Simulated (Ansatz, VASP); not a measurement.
# One calculation of SnPb3S4, two programs

```xyz
8
Lattice="5.9732 0.0000 0.0000 0.0000 5.9732 0.0000 0.0000 0.0000 5.9732" Properties=species:S:1:pos:R:3 pbc="T T T"
Sn    0.0000    0.0000    0.0000
Pb    2.9866    2.9866    0.0000
Pb    0.0000    2.9866    2.9866
Pb    2.9866    0.0000    2.9866
S     0.0000    0.0000    2.9866
S     2.9866    0.0000    0.0000
S     0.0000    2.9866    0.0000
S     2.9866    2.9866    2.9866
```

Alike in both runs: functional PBE; k mesh 6 × 6 × 6; occupations gaussian, width 0.1 eV; no spin polarisation.

Ansatz relaxed the structure, and its values are those at the end. VASP's run is a single point on that final structure, the one shown.

|  | VASP | Ansatz |
| --- | --- | --- |
| version | VASP 6.6.1 | Ansatz 0.2.0 |
| potentials or method | VASP PAW PBE potentials, release 64 (Sn_d, Pb_d, S), cutoff 520 eV | scalar-relativistic, plane waves, PAW |
| valence electrons in the cell | 80 | 80 |

Ansatz gave:

| Quantity | Value |
| --- | --- |
| gap on the k mesh at the Fermi level (eV) | none |
| pressure (GPa) | 0.0 |

Task: Estimate VASP's values.

Result: gap on the k mesh at the Fermi level (eV): none; pressure (GPa): -0.1.

A gap of «none» marks a metal or a gap that the smearing closes.

Spin-orbit coupling is off throughout.
